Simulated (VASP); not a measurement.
Set up this calculation in VASP 6.6.1, as the native input.

- Task: relaxation of cell and atoms
- Functional: PBE
- Potentials or basis: VASP PAW PBE potentials, release 64 (Ir, O)
- Cutoff: 600 eV
- k mesh: 6 × 6 × 4
- Occupations: gaussian, width 0.1 eV
- Spin: collinear spin, ferromagnetic start
- Starting moments: [1.0, 1.0, 0.0] μB
- Dipole correction: no
- Further INCAR settings: ALGO = Normal; EDIFF = 1e-06; IBRION = 2; EDIFFG = -0.04; NSW = 90; ISIF = 3

The structure of Ir2O lies in POSCAR:

```
Ir2O
1.0
    3.3663045000      0.0000000000      0.0000000000
   -1.6831522500      2.9153052100      0.0000000000
    0.0000000000      0.0000000000      3.8668151400
Ir O
2 1
Direct
    0.3333333300      0.6666666700      0.0000000000
    0.6666666700      0.3333333300      0.0000000000
    0.0000000000      0.0000000000      0.0000000000
```

One way to write it, as run:

INCAR

```
SYSTEM = Ir2O
  PREC = Accurate
  ENCUT = 600
  EDIFF = 1E-6
  ISMEAR = 0
  SIGMA = 0.1
  LREAL = .False.
  LASPH = .True.
  NELM = 150
  ALGO = Normal
  ISIF = 3
  LWAVE = .False.
  LCHARG = .False.
  ISPIN = 2
  MAGMOM = 1 1 0
  LORBIT = 11
  LMAXMIX = 4
  GGA = PE
  IBRION = 2
  NSW = 90
  EDIFFG = -0.04
```

KPOINTS

```
regular mesh
0
Gamma
  6 6 4
  0 0 0
```

Potentials or basis: VASP PAW PBE potentials, release 64 (Ir, O).

Run with:

```console
$ cat potpaw_PBE.64/Ir/POTCAR potpaw_PBE.64/O/POTCAR > POTCAR
$ mpirun -np 1 vasp_std > vasp.out
```

It gave:

```yaml
Relaxed_volume: 13.57 Å³/atom
Relaxed_cell: a = 4.231 Å, b = 4.231 Å, c = 2.626 Å, α = 90.00°, β = 90.00°, γ = 120.00°
Space_group_after_relaxing_to_0.05_Å: P6/mmm (No. 191)
Energy_gained_by_relaxing: 6019.2 meV/atom
Ionic_steps: 25
Pressure_after_relaxing: -0.1 GPa
Band_gap_on_the_k_mesh: zero (filled and empty bands overlap)
Net_moment: 0.00 μB per cell
Valence_electrons_inside_the_program's_atomic_spheres: Ir 8.25; O 4.83
```

Caveat: the k points lie up to 0.60 Å⁻¹ apart in the final cell; spin-orbit coupling is left out, which moves the levels of the heavy elements.

It took 7.1 min on 1 thread of Intel(R) Xeon(R) 6975P-C (Granite Rapids), on a shared host, peak memory 0.22 GiB.
